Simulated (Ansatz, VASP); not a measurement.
## Two plane-wave programs on ZrSi2

```
Zr Si
1.0
    -8.92020    0.65196    0.43713
    -1.56341   -7.03887    0.05586
    -4.91476    0.38682    6.75287
Zr Si
8 16
Cartesian
  -5.9347 -5.5623 4.2111
  -5.6277 -5.7065 0.4991
  -13.5805 -0.4210 7.0335
  -1.7503 -0.1844 2.0887
  -8.6206 -5.9610 2.6113
  -8.7162 -3.3974 4.7690
  -12.1019 -2.9901 5.7212
  -6.4324 -2.7461 2.3438
  -1.6215 -5.7301 0.3014
  -10.7600 -5.0865 4.3778
  -9.4056 -0.3578 5.1974
  -4.4971 -0.6514 2.2761
  -8.5371 -1.1820 3.0939
  -5.9668 -0.8179 4.1819
  -11.9590 -0.3546 4.7998
  -5.9368 -0.9135 0.3935
  -8.4511 -6.0723 5.6404
  -4.0015 -4.5137 2.5714
  -13.2217 -5.3186 6.6576
  -4.6142 -3.1792 0.4736
  -5.9584 -3.0047 5.1688
  -9.1040 -3.3020 1.8170
  -2.1792 -2.5643 0.5182
  -10.9754 -2.2832 3.3584
```

Alike in both runs: functional PBE; k mesh 3 × 3 × 3; occupations gaussian, width 0.1 eV; no spin polarisation.

Ansatz relaxed the structure, and its values are those at the end. VASP's run is a single point on that final structure, the one shown.

|  | VASP | Ansatz |
| --- | --- | --- |
| version | VASP 6.6.1 | Ansatz 0.2.0 |
| potentials or method | VASP PAW PBE potentials, release 64 (Zr_sv, Si), cutoff 520 eV | scalar-relativistic, plane waves, PAW |
| valence electrons in the cell | 160 | 160 |

```tsv
	VASP	Ansatz	Ansatz less VASP
gap on the k mesh at the Fermi level (eV)	none	none	-
pressure (GPa)	0.0	0.0	0.00
rms of the force components (eV/Å)	0.010	0.010	-0.0003
```

A gap of «none» marks a metal or a gap that the smearing closes. With one functional, cell and mesh, what is left measures potentials, basis and numerics.
